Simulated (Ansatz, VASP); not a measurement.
# Two plane-wave programs on Sn

```
Sn
1.0
    -1.82215    1.73046    1.98682
     1.82215   -1.73046    1.98682
     1.82215    1.73046   -1.98682
Sn
1
Direct
  0.00000 0.00000 0.00000
```

Alike in both runs: functional PBEsol; dispersion D3(BJ); k mesh 16 × 16 × 16; occupations gaussian, width 0.1 eV; no spin polarisation.

Ansatz relaxed the structure, and its values are those at the end. VASP's run is a single point on that final structure, the one shown.

```csv
,VASP,Ansatz
version,VASP 6.6.1,Ansatz 0.2.0
potentials or method,"VASP PAW PBE potentials, release 64 (Sn_d), cutoff 520 eV","scalar-relativistic, plane waves, PAW"
valence electrons in the cell,14,14
```

```tsv
	VASP	Ansatz	Ansatz less VASP
gap on the k mesh at the Fermi level (eV)	none	none	-
pressure (GPa)	0.0	0.0	+0.03
```

VASP's potentials were made for PBE, not for PBEsol. A gap of «none» marks a metal or a gap that the smearing closes.
